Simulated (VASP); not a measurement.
# Sn3Te (I4/mmm) in VASP: further runs

Sn3Te is run at these levels: PBEsol; tasks: single point.

All numbers are computed with VASP 6.6.1; they aren't measurements. Logs are shortened: lines on timing, memory, paths and dates and some standing lists are left out, and cuts for length are marked.

### Step 1. The cell of the first run

Symmetry: I4/mmm, No. 139, tetragonal system. Conventional cell: a = 4.540 Å, b = 4.540 Å, c = 10.884 Å, α = 90.00°, β = 90.00°, γ = 90.00°. Within 4.2 Å of Te (site symmetry 4/mmm) lie 12 Sn at 3.21 to 3.54 Å. Within 4.2 Å of Sn (site symmetry 4/mmm) lie 4 Te at 3.21 Å and 8 Sn at 3.54 Å. Sn (site symmetry -4m2) has 8 Sn at 3.21 to 3.54 Å and 4 Te at 3.54 Å within 4.2 Å.

### Step 2. Single point, PBEsol (volume scaled by 0.96)

INCAR reads:

```
SYSTEM = Sn3Te
PREC = Accurate ; ENCUT = 520
EDIFF = 1E-7 ; ISMEAR = -1
SIGMA = 0.05 ; LREAL = .FALSE.
LASPH = .TRUE. ; NELM = 100
ALGO = Fast ; ISIF = 2
LWAVE = .FALSE. ; LCHARG = .TRUE.
GGA = PS ; LELF = .TRUE.
LVHAR = .TRUE. ; NBANDS = 32
```

KPOINTS reads:

```
regular mesh
0
G
  8 8 8
  0 0 0
```

POSCAR reads:

```
Sn3Te
1.0
   -2.2698068907      2.2698068907      5.4419376443
    2.2698068907     -2.2698068907      5.4419376443
    2.2698068907      2.2698068907     -5.4419376443
Te Sn
1 3
Direct
    0.0000000000      0.0000000000      0.0000000000
    0.5000000000      0.5000000000      0.0000000000
    0.2500000000      0.7500000000      0.5000000000
    0.7500000000      0.2500000000      0.5000000000
```

Potentials or basis: VASP PAW PBE potentials, release 64 (Te, Sn_d).

Started as:

```console
$ cat potpaw_PBE.64/Te/POTCAR potpaw_PBE.64/Sn_d/POTCAR > POTCAR
$ mpirun -np 1 vasp_std > vasp.out
```

OUTCAR:

```text
SYSTEM = Sn3Te
   PREC = Accurate
   ENCUT = 520
   EDIFF = 1E-7
   ISMEAR = -1
   LREAL = .FALSE.
   LASPH = .TRUE.
   NELM = 100
   ISIF = 2
   GGA = PS

 ion  position               nearest neighbor table
   1  0.000  0.000  0.000-   2 3.21   2 3.21   2 3.21   2 3.21   4 3.54   3 3.54   4 3.54   3 3.54
                             4 3.54   4 3.54   3 3.54   3 3.54
   2  0.500  0.500  0.000-   1 3.21   1 3.21   1 3.21   1 3.21   4 3.54   3 3.54   4 3.54   4 3.54
                             3 3.54   3 3.54   4 3.54   3 3.54
   3  0.250  0.750  0.500-   4 3.21   4 3.21   4 3.21   4 3.21   2 3.54   1 3.54   2 3.54   2 3.54
                             1 3.54   1 3.54   2 3.54   1 3.54
   4  0.750  0.250  0.500-   3 3.21   3 3.21   3 3.21   3 3.21   2 3.54   1 3.54   2 3.54   1 3.54
                             2 3.54   2 3.54   1 3.54   1 3.54

  LATTYP: Found a body centered tetragonal cell.
 ALAT       =     4.5396137814
 C/A-ratio  =     2.3975333173

  Lattice vectors:

 A1 = (  -2.2698068907,   2.2698068907,   5.4419376443)
 A2 = (   2.2698068907,  -2.2698068907,   5.4419376443)
 A3 = (   2.2698068907,   2.2698068907,  -5.4419376443)

Analysis of symmetry for initial positions (statically):
=====================================================================
 Subroutine PRICEL returns:
 Original cell was already a primitive cell.

 Routine SETGRP: Setting up the symmetry group for a
 body centered tetragonal supercell.

 Subroutine GETGRP returns: Found 16 space group operations
 (whereof 16 operations were pure point group operations)
 out of a pool of 16 trial point group operations.

The static configuration has the point symmetry D_4h.

Analysis of symmetry for dynamics (positions and initial velocities):
=====================================================================
 Subroutine PRICEL returns:
 Original cell was already a primitive cell.

 Routine SETGRP: Setting up the symmetry group for a
 body centered tetragonal supercell.

 Subroutine GETGRP returns: Found 16 space group operations
 (whereof 16 operations were pure point group operations)
 out of a pool of 16 trial point group operations.

The dynamic configuration has the point symmetry D_4h.

 Subroutine INISYM returns: Found 16 space group operations
 (whereof 16 operations are pure point group operations),
 and found     1 'primitive' translations

----------------------------------------------------------------------------------------

                                     Primitive cell

  volume of cell :     112.1480

  direct lattice vectors                    reciprocal lattice vectors
    -2.269806891  2.269806891  5.441937644     0.000000000  0.220283057  0.091879039
     2.269806891 -2.269806891  5.441937644     0.220283057  0.000000000  0.091879039
     2.269806891  2.269806891 -5.441937644     0.220283057  0.220283057  0.000000000

  length of vectors
     6.318127252  6.318127252  6.318127252     0.238676314  0.238676314  0.311527286

  position of ions in fractional coordinates (direct lattice)
     0.000000000  0.000000000  0.000000000
     0.500000000  0.500000000  0.000000000
     0.250000000  0.750000000  0.500000000
     0.750000000  0.250000000  0.500000000

  ion indices of the primitive-cell ions
   primitive index   ion index
                 1           1
                 2           2
                 3           3
                 4           4

----------------------------------------------------------------------------------------

 KPOINTS: regular mesh

Automatic generation of k-mesh.
 Grid dimensions read from file:
 generate k-points for:    8    8    8

 Generating k-lattice:

  Cartesian coordinates                     Fractional coordinates (reciprocal lattice)
     0.000000000  0.027535382  0.011484880     0.125000000  0.000000000  0.000000000
     0.027535382  0.000000000  0.011484880     0.000000000  0.125000000  0.000000000
     0.027535382  0.027535382  0.000000000     0.000000000  0.000000000  0.125000000

  Length of vectors
     0.029834539  0.029834539  0.038940911

  Shift w.r.t. Gamma in fractional coordinates (k-lattice)
     0.000000000  0.000000000  0.000000000

 Subroutine IBZKPT returns following result:
 ===========================================

 Found     59 irreducible k-points:

 Following reciprocal coordinates:
            Coordinates               Weight
  0.000000  0.000000  0.000000      1.000000
  0.125000  0.000000  0.000000      8.000000
  0.250000  0.000000  0.000000      8.000000
  0.375000 -0.000000  0.000000      8.000000
  0.500000  0.000000  0.000000      4.000000
  0.125000  0.125000  0.000000      8.000000
[... 16 lines left out ...]
  0.250000  0.125000  0.125000     16.000000
  0.375000  0.125000  0.125000      8.000000
 [... further k-points ...]
   k-points           NKPTS =     59   k-points in BZ     NKDIM =     59   number of bands    NBANDS=     32
   number of dos      NEDOS =    301   number of ions     NIONS =      4
   total plane-waves  NPLWV = 110592
   dimension x,y,z NGX =    48 NGY =   48 NGZ =   48
   dimension x,y,z NGXF=    96 NGYF=   96 NGZF=   96
   ions per type =               1   3
   NGX,Y,Z   is equivalent  to a cutoff of  12.63, 12.63, 12.63 a.u.
   NGXF,Y,Z  is equivalent  to a cutoff of  25.26, 25.26, 25.26 a.u.
 SYSTEM =  Sn3Te
   PREC   = accura    normal or accurate (medium, high low for compatibility)
   ISTART =      0    job   : 0-new  1-cont  2-samecut
   ICHARG =      2    charge: 1-file 2-atom 10-const
   ISPIN  =      1    spin polarized calculation?
   LNONCOLLINEAR =      F non collinear calculations
   LSORBIT =      F    spin-orbit coupling
   LASPH  =      T    aspherical Exc in radial PAW
   ENCUT  =  520.0 eV  38.22 Ry    6.18 a.u.  11.75 11.75 11.75*2*pi/ulx,y,z
   NELM   =    100;   NELMIN=  2; NELMDL= -5     # of ELM steps
   EDIFF  = 0.1E-06   stopping-criterion for ELM
   LREAL  =      F    real-space projection
   EDIFFG = 0.1E-05   stopping-criterion for IOM
   NSW    =      0    number of steps for IOM
   IBRION =     -1    ionic relax: 0-MD 1-quasi-New 2-CG
   NFREE  =      0    steps in history (QN), initial steepest desc. (CG)
   ISIF   =      2    stress and relaxation
   ISYM   =      2    0-nonsym 1-usesym 2-fastsym
   POTIM  = 0.5000    time-step for ionic-motion
   TEBEG  =    0.0;   TEEND  =   0.0 temperature during run
   PSTRESS=    0.0 pullay stress
   NELECT =      48.0000    total number of electrons
   NUPDOWN=      -1.0000    fix difference up-down
   EMIN   =  10.00;   EMAX   =-10.00  energy-range for DOS
   EFERMI =   0.00;   METHOD = LEGACY
   ISMEAR =    -1;   SIGMA  =   0.05  broadening in eV -4-tet -1-fermi 0-gaus
   EFERMI_NEDOS =   21; number of points for ismear=-14 and -15
   IALGO  =     68    algorithm
   IMIX   =      4    mixing-type and parameters
     AMIX     =   0.40;   BMIX     =  1.00
     AMIX_MAG =   1.60;   BMIX_MAG =  1.00
  volume/ion in A,a.u.               =      28.04       189.20
  Fermi-wavevector in a.u.,A,eV,Ry     =   1.233743  2.331437 20.709732  1.522122
  Thomas-Fermi vector in A             =   2.368461
   LORBIT       =      0    0 simple, 1 ext, 2 COOP (PROOUT), +10 PAW based schemes
   GGA     = PS    functional components
   LHFCALC =     F    Hartree Fock is set to
   AEXX    =    0.0000 exact exchange contribution
   IVDW    =     0    specifies the selected vdW correction
   LEPSILON=     F    determine dielectric tensor
   LRPA    =     F    only Hartree local field effects (RPA)
 non-spin polarized calculation
 RMM-DIIS sequential band-by-band and
  energy-cutoff  :      520.00
  volume of cell :      112.15
 maximum number of plane-waves:      3041
   NGX = 23   NGY = 23   NGZ = 23

 number of electron      48.0000004 magnetization

 Free energy of the ion-electron system (eV)
  ---------------------------------------------------
  ext. energy  EPLUGINS =         0.00000000
  ---------------------------------------------------
  free energy    TOTEN  =       -16.21134226 eV

  energy without entropy =      -16.19582825  energy(sigma->0) =      -16.20358525

 E-fermi :   7.8065     XC(G=0): -10.3163

 val. band max:        7.7936786424   @ k =  -0.2500   0.5000   0.2500
 cond. band min:       7.8375648025   @ k =  -0.3750   0.3750   0.2500
 fundamental gap:      0.0438861601
 Fermi energy:         7.8064729870

 k-point     1 :       0.0000    0.0000    0.0000
  band No.  band energies     occupation
      1     -13.8172      2.00000
      2     -13.7797      2.00000
      3     -13.7252      2.00000
      4     -13.7228      2.00000
      5     -13.7228      2.00000
      6     -13.7225      2.00000
[... 24 lines left out ...]
     31      14.3470      0.00000
     32      14.3539      0.00000

 k-point     2 :       0.1250    0.0000    0.0000
  band No.  band energies     occupation
      1     -13.8051      2.00000
      2     -13.7746      2.00000
      3     -13.7335      2.00000
      4     -13.7316      2.00000
      5     -13.7234      2.00000
      6     -13.7221      2.00000
[... 24 lines left out ...]
     31      13.8513      0.00000
     32      14.6136      0.00000

 k-point     3 :       0.2500    0.0000    0.0000
  band No.  band energies     occupation
      1     -13.7710      2.00000
      2     -13.7622      2.00000
      3     -13.7392      2.00000
      4     -13.7374      2.00000
      5     -13.7220      2.00000
      6     -13.7215      2.00000
[... 24 lines left out ...]
     31      13.2182      0.00000
     32      13.3763      0.00000

 k-point     4 :       0.3750   -0.0000    0.0000
  band No.  band energies     occupation
      1     -13.7527      2.00000
      2     -13.7441      2.00000
      3     -13.7324      2.00000
      4     -13.7272      2.00000
      5     -13.7174      2.00000
      6     -13.7091      2.00000
[... 654 lines left out ...]
     31      13.8174      0.00000
     32      13.9880      0.00000

 k-point    23 :       0.2500    0.1250    0.1250
  band No.  band energies     occupation
      1     -13.7772      2.00000
      2     -13.7525      2.00000
      3     -13.7415      2.00000
      4     -13.7311      2.00000
      5     -13.7253      2.00000
      6     -13.7186      2.00000
[... 24 lines left out ...]
     31      14.0908      0.00000
     32      14.5957      0.00000

 k-point    24 :       0.3750    0.1250    0.1250
  band No.  band energies     occupation
      1     -13.7614      2.00000
      2     -13.7571      2.00000
      3     -13.7470      2.00000
      4     -13.7394      2.00000
      5     -13.7263      2.00000
      6     -13.7196      2.00000
[... 24 lines left out ...]
     31      12.8391      0.00000
     32      15.5309      0.00000

 [... further k-points ...]
[... 5 lines left out ...]
  --------------------------------------------------------------------------------------
  -------------------------------------------------------------------------------------
  Total       -0.7928008     -0.7928008     -1.1795728      0.0000000      0.0000000      0.0000000
  in kB      -11.3261755    -11.3261755    -16.8517097      0.0000000      0.0000000      0.0000000
  external PRESSURE =     -13.1680202 kB  Pullay stress =       0.0000000 kB

 VOLUME and BASIS-vectors are now :
 -----------------------------------------------------------------------------
  energy-cutoff  :      520.00
  volume of cell :      112.15
      direct lattice vectors                 reciprocal lattice vectors
    -2.269806891  2.269806891  5.441937644     0.000000000  0.220283057  0.091879039
     2.269806891 -2.269806891  5.441937644     0.220283057  0.000000000  0.091879039
     2.269806891  2.269806891 -5.441937644     0.220283057  0.220283057  0.000000000

 POSITION                                       TOTAL-FORCE (eV/Angst)
 -----------------------------------------------------------------------------------
      0.00000      0.00000      0.00000         0.000000      0.000000      0.000000
      0.00000      0.00000      5.44194         0.000000      0.000000      0.000000
      2.26981      0.00000      2.72097        -0.000000      0.000000      0.000000
      0.00000      2.26981      2.72097         0.000000     -0.000000     -0.000000
 -----------------------------------------------------------------------------------
    total drift:                                0.000000     -0.000000      0.000000

  FREE ENERGIE OF THE ION-ELECTRON SYSTEM (eV)
  ---------------------------------------------------
  free  energy   TOTEN  =       -16.2113422560 eV

  energy  without entropy=      -16.1958282476  energy(sigma->0) =      -16.20358525
```

Wall time 6.4 min (1 thread of Intel Xeon 6975P-C, shared host); peak memory 0.43 GiB.

What came out:

- Free energy: -16.2113 eV
- Pressure: -1.3 GPa
- Band gap on the k mesh: zero (band 24 reaches 8.30 eV, above the bottom of band 25 at 7.24 eV)

Caveat: the PAW data sets were made with another functional, which shifts forces and pressure a little; spin-orbit coupling is left out, which moves the levels of the heavy elements.

### Step 3. Single point, PBEsol (volume scaled by 0.98)

INCAR reads:

```
PREC = Accurate
ENCUT = 520
EDIFF = 1E-6
ISMEAR = -1
SIGMA = 0.05
LREAL = F
LASPH = T
NELM = 80
ALGO = Fast
ISIF = 2
LWAVE = F
LCHARG = F
GGA = PS
NBANDS = 32
```

KPOINTS reads:

```
Automatic mesh
0
Gamma
  8 8 8
```

POSCAR reads:

```
Sn3Te
1.0
   -2.2854612260      2.2854612260      5.4794694348
    2.2854612260     -2.2854612260      5.4794694348
    2.2854612260      2.2854612260     -5.4794694348
Te Sn
1 3
Direct
    0.0000000000      0.0000000000      0.0000000000
    0.5000000000      0.5000000000      0.0000000000
    0.2500000000      0.7500000000      0.5000000000
    0.7500000000      0.2500000000      0.5000000000
```

Potentials or basis: VASP PAW PBE potentials, release 64 (Te, Sn_d).

Started as:

```console
$ cat potpaw_PBE.64/Te/POTCAR potpaw_PBE.64/Sn_d/POTCAR > POTCAR
$ mpirun -np 1 vasp_std > vasp.out
```

Wall time 5.1 min (1 thread of Intel Xeon 6975P-C, shared host); peak memory 0.43 GiB.

The run converged. Its results:

- Free energy: -16.1859 eV
- Pressure: -2.3 GPa
- Band gap on the k mesh: zero (band 24 reaches 8.02 eV, above the bottom of band 25 at 7.03 eV)

Stress tensor (GPa, compression positive):
```
-2.17  0.00  0.00
 0.00 -2.17  0.00
 0.00  0.00 -2.51
```

Levels at points of the mesh, in eV from the Fermi level:
```tsv
k point	band 21	band 22	band 23	band 24	band 25	band 26	band 27	band 28
(0.00, 0.00, 0.00)	-3.13	-3.13	-1.65	-1.65	-0.36	0.35	2.70	2.70
(0.50, 0.00, 0.00)	-2.27	-1.93	-0.86	-0.67	0.66	1.08	1.08	1.26
(0.50, 0.50, 0.00)	-4.73	-3.21	-2.48	-1.59	-0.53	2.60	2.73	4.95
(0.50, 0.50, 0.50)	-3.80	-1.06	-0.15	-0.15	0.54	1.56	2.01	3.55
```

Caveat: the PAW data sets were made with another functional, which shifts forces and pressure a little; spin-orbit coupling is left out, which moves the levels of the heavy elements.
